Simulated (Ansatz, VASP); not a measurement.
One calculation of Hf3NbO2, two programs

```
CELL_PARAMETERS angstrom
4.48076 0.00000 0.00000
-2.24038 3.88045 0.00000
0.00000 0.00000 5.20659
ATOMIC_POSITIONS crystal
Hf 0.50000 0.00000 0.00000
Hf 0.00000 0.50000 0.00000
Hf 0.50000 0.50000 0.00000
Nb 0.00000 0.00000 0.50000
O 0.33333 0.66667 0.47536
O 0.66667 0.33333 0.52464
```

Alike in both runs: task relaxation of cell and atoms; functional PBE; k mesh 6 × 6 × 4; occupations gaussian, width 0.1 eV; no spin polarisation.

```csv
,VASP,Ansatz
version,VASP 6.6.1,Ansatz 0.2.0
potentials or method,"VASP PAW PBE potentials, release 64 (Hf_pv, Nb_sv, O), cutoff 600 eV","scalar-relativistic, plane waves, PAW"
valence electrons in the cell,55,103
```

|  | VASP | Ansatz | Ansatz less VASP |
| --- | --- | --- | --- |
| gap on the k mesh at the Fermi level, each at its own relaxed structure (eV) | none | none | - |
| relaxed volume (Å³/atom) | 15.01 | 15.54 | +0.532 |
| relaxed cell length with the largest relative difference (Å) | 6.108 | 6.229 | +0.1202 |

A gap of «none» marks a metal or a gap that the smearing closes. VASP's potentials hold 55 valence electrons a cell and Ansatz's 103, so a difference there can come from the potentials and not from the codes.

Neither program's run includes spin-orbit coupling.
